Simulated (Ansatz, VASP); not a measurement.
## Nb: VASP beside Ansatz

```xyz
2
Lattice="0.0000 2.9268 2.9268 2.9268 0.0000 2.9268 2.9268 2.9268 0.0000" Properties=species:S:1:pos:R:3 pbc="T T T"
Nb    0.7317    0.7317    0.7317
Nb    5.1219    5.1219    5.1219
```

Alike in both runs: functional r2SCAN; k mesh 9 × 9 × 9; occupations fermi-dirac, width 0.05 eV; collinear spin.

Ansatz relaxed the structure, and its values are those at the end. VASP's run is a single point on that final structure, the one shown.

|  | VASP | Ansatz |
| --- | --- | --- |
| version | VASP 6.6.1 | Ansatz 0.2.0 |
| potentials or method | VASP PAW PBE potentials, release 64 (Nb_sv), cutoff 520 eV | plane waves (500 eV) with PAW, scalar-relativistic |
| valence electrons in the cell | 26 | 26 |

|  | VASP | Ansatz | Ansatz less VASP |
| --- | --- | --- | --- |
| pressure (GPa) | 0.1 | 0.0 | -0.07 |
| net moment per atom (μB) | 0.00 | 0.00 | 0.000 |

VASP's potentials were made for PBE, not for r2SCAN. With one functional, cell and mesh, what is left measures potentials, basis and numerics. Ansatz's warnings: seeded moment not kept.
